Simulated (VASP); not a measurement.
# Pt: single point with HSE06

The system is Pt.

```
Pt
1.0
    -1.60507    1.60507    1.60507
     1.60507   -1.60507    1.60507
     1.60507    1.60507   -1.60507
Pt
1
Direct
  0.00000 0.00000 0.00000
```

This isn't the form of Pt at room conditions, which is fcc.

```yaml
Program: VASP 6.6.1
Task: single point
Functional: HSE06
Potentials_or_basis: VASP PAW PBE potentials, release 64 (Pt)
Cutoff: 520 eV
k_mesh: 8 × 8 × 8
Occupations: fermi-dirac, width 0.05 eV
Spin: no spin polarisation
Dipole_correction: no
Grid_for_exact_exchange_PRECFOCK: Normal
Further_INCAR_settings: ALGO = Normal; EDIFF = 1e-07; NBANDS = 11
Share_of_exact_exchange: 0.25
Screening_parameter: 0.2079 1/Å
```

| Property | Result |
| --- | --- |
| Pressure | -15.1 GPa |
| Band gap on the k mesh | zero (bands 5 and 6 overlap by 2.68 eV) |

Levels at points of the mesh, in eV from the Fermi level:
```tsv
k point	band 3	band 4	band 5	band 6	band 7	band 8
(0.00, 0.00, 0.00)	-3.84	-3.84	-1.68	-1.68	18.38	18.38
(0.50, 0.00, 0.00)	-1.74	-1.28	0.62	1.10	7.02	14.40
(0.50, 0.50, 0.50)	0.47	0.47	0.47	8.49	8.49	8.49
```

Wall time 39 min on 1 thread of AMD EPYC 7R43 64-Core Processor (Zen 3), with other jobs on the host, peak memory 0.22 GiB.

Caveat: the cell stands under tension; the PAW data sets were made with another functional, which shifts forces and pressure a little; spin-orbit coupling is left out, which moves the levels of the heavy elements.
